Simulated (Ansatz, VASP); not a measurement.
**GaSb in VASP and in Ansatz**

File INCAR:

```
SYSTEM = GaSb
PREC = Accurate ; ENCUT = 500
EDIFF = 1E-6 ; ISMEAR = 0
SIGMA = 0.05 ; LREAL = .False.
LASPH = .True. ; NELM = 120
ALGO = Normal ; ISIF = 2
LWAVE = .False. ; LCHARG = .False.
GGA = PE ; IVDW = 12
NBANDS = 16 ; GGA_COMPAT = .False.
```

File KPOINTS:

```
regular mesh
0
Gamma
  6 6 6
  0 0 0
```

File POSCAR:

```
GaSb
1.0
    0.0000000000      3.0590005565      3.0590005565
    3.0590005565      0.0000000000      3.0590005565
    3.0590005565      3.0590005565      0.0000000000
Ga Sb
1 1
Direct
    0.0000000000      0.0000000000      0.0000000000
    0.7500000000      0.7500000000      0.7500000000
```

Input for Ansatz:

```yaml
crystal:
  lattice:
    - [0.0, 3.0590005565, 3.0590005565]
    - [3.0590005565, 0.0, 3.0590005565]
    - [3.0590005565, 3.0590005565, 0.0]
  atoms:
    - { symbol: Ga, position: [0.0, 0.0, 0.0] }
    - { symbol: Sb, position: [0.75, 0.75, 0.75] }
basis:
  ecutwfc: 420
  ecutrho_ratio: 4
kpoints:
  mp_grid: { grid: [6, 6, 6] }
hamiltonian:
  xc: pbe
  dispersion: d3bj
scf:
  occupations: { method: gaussian, width: 0.05 }
output:
  forces: true
  stress: true
  eigenvalues: true
```

Alike in both runs: task single point; functional PBE; dispersion D3(BJ); k mesh 6 × 6 × 6; occupations gaussian, width 0.05 eV; no spin polarisation.

|  | VASP | Ansatz |
| --- | --- | --- |
| version | VASP 6.6.1 | Ansatz 0.2.0 |
| potentials or method | VASP PAW PBE potentials, release 64 (Ga_d, Sb), cutoff 500 eV | scalar-relativistic, plane waves, PAW |
| valence electrons in the cell | 18 | 28 |

Ansatz gave:

```
gap on the k mesh at the Fermi level (eV) : 0.03
least direct gap on the mesh (eV)         : 1.41
pressure (GPa)                            : 0.3
```

Question: Estimate VASP's values.

Answer: gap on the k mesh at the Fermi level (eV): 0.03; least direct gap on the mesh (eV): 0.03; pressure (GPa): 0.4.

One of these differences is far larger than is usual between the two programs; its cause wasn't traced. VASP's potentials hold 18 valence electrons a cell and Ansatz's 28, so a difference there can come from the potentials and not from the codes.

Neither program's run includes spin-orbit coupling.
